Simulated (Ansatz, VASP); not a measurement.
Two plane-wave programs on GaN

```xyz
2
Lattice="0.0000 2.2277 2.2277 2.2277 0.0000 2.2277 2.2277 2.2277 0.0000" Properties=species:S:1:pos:R:3 pbc="T T T"
Ga    0.0000    0.0000    0.0000
N     1.1139    1.1139    1.1139
```

Alike in both runs: functional LDA; k mesh 10 × 10 × 10; occupations gaussian, width 0.02 eV; no spin polarisation.

Ansatz relaxed the structure, and its values are those at the end. VASP's run is a single point on that final structure, the one shown.

|  | VASP | Ansatz |
| --- | --- | --- |
| version | VASP 6.6.1 | Ansatz 0.2.0 |
| potentials or method | VASP PAW LDA potentials, release 64 (Ga_d, N_h), cutoff 1330 eV | scalar-relativistic, plane waves, PAW |
| valence electrons in the cell | 18 | 18 |

Ansatz gave:

```
gap on the k mesh at the Fermi level (eV) : 1.96
least direct gap on the mesh (eV)         : 1.96
pressure (GPa)                            : 0.0
```

**Question.** Which values does VASP return?

**Answer.** gap on the k mesh at the Fermi level (eV): 1.97; least direct gap on the mesh (eV): 1.97; pressure (GPa): 1.0.

LDA's correlation is that of Perdew and Zunger in VASP and of Perdew and Wang (1992) in Ansatz.
